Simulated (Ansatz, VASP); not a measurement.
# InAs in VASP and in Ansatz

```
CELL_PARAMETERS angstrom
0.00000 3.17677 3.17677
3.17677 0.00000 3.17677
3.17677 3.17677 0.00000
ATOMIC_POSITIONS crystal
In 0.00000 0.00000 0.00000
As 0.25000 0.25000 0.25000
```

Change from the starting cell: hydrostatic strain +4.0%.

Alike in both runs: task single point; functional r2SCAN; k mesh 8 × 8 × 8; occupations fermi-dirac, width 0.02 eV; non-collinear spin, spin-orbit coupling.

|  | VASP | Ansatz |
| --- | --- | --- |
| version | VASP 6.6.1 | Ansatz 0.2.0 |
| potentials or method | VASP PAW PBE potentials, release 64 (In_d, As) | plane waves, PAW |
| plane-wave cutoff (eV) | 520 | 500 |
| valence electrons in the cell | 18 | 28 |

|  | VASP | Ansatz | Ansatz less VASP |
| --- | --- | --- | --- |
| pressure (GPa) | -5.2 | -5.1 | +0.01 |

VASP's potentials were made for PBE, not for r2SCAN. VASP's potentials hold 18 valence electrons a cell and Ansatz's 28, so a difference there can come from the potentials and not from the codes.
